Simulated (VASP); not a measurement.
Set up this calculation in VASP 6.6.1, as the native input.

| Property | Result |
| --- | --- |
| Task | single point |
| Functional | PBE |
| Potentials or basis | VASP PAW PBE potentials, release 64 (Mo_sv, Te) |
| Cutoff | 520 eV |
| k mesh | 12 × 12 × 2 |
| Occupations | fermi-dirac, width 0.02 eV |
| Spin | no spin polarisation |
| Dipole correction | no |
| Further INCAR settings | ALGO = Normal; EDIFF = 1e-06; NBANDS = 35 |

The structure of Te2Mo lies in POSCAR:

```
Te2Mo
1.0
    3.6483950798      0.0000000000      0.0000000000
   -1.8241975399      3.1596028222      0.0000000000
    0.0000000000      0.0000000000     14.6019721252
Mo Te
2 4
Direct
    0.3333333333      0.6666666667      0.2500000000
    0.6666666667      0.3333333333      0.7500000000
    0.6666666667      0.3333333333      0.3707153470
    0.6666666667      0.3333333333      0.1292846530
    0.3333333333      0.6666666667      0.8707153470
    0.3333333333      0.6666666667      0.6292846530
```

This cell differs from its parent crystal: strain +3.0%.

These files were run (other wordings do the same):

INCAR

```
PREC = Accurate
ENCUT = 520
EDIFF = 1E-6
ISMEAR = -1
SIGMA = 0.02
LREAL = False
LASPH = True
NELM = 100
ALGO = Normal
ISIF = 2
LWAVE = False
LCHARG = False
GGA = PE
NBANDS = 35
```

KPOINTS

```
regular mesh
0
Gamma
  12 12 2
```

Potentials or basis: VASP PAW PBE potentials, release 64 (Mo_sv, Te).

Launch:

```sh
$ cat potpaw_PBE.64/Mo_sv/POTCAR potpaw_PBE.64/Te/POTCAR > POTCAR
$ mpirun -np 1 vasp_std > vasp.out
```

Results of the run:

| Item | Value |
| --- | --- |
| Pressure | -1.4 GPa |
| Largest force | 0.175 eV/Å |
| Band gap on the k mesh | 0.58 eV (least direct gap 0.82 eV) |

Caveat: the cell differs from its parent crystal (strain +3.0%); spin-orbit coupling is left out, which moves the levels of the heavy elements; this functional lacks dispersion, which binds the layers, so the pressure and a relaxed spacing across them are unreliable.

Wall time 5 min on 1 thread of Intel(R) Xeon(R) Platinum 8259CL CPU @ 2.50GHz (Skylake/Cascade Lake), with other jobs on the host, peak memory 0.39 GiB.
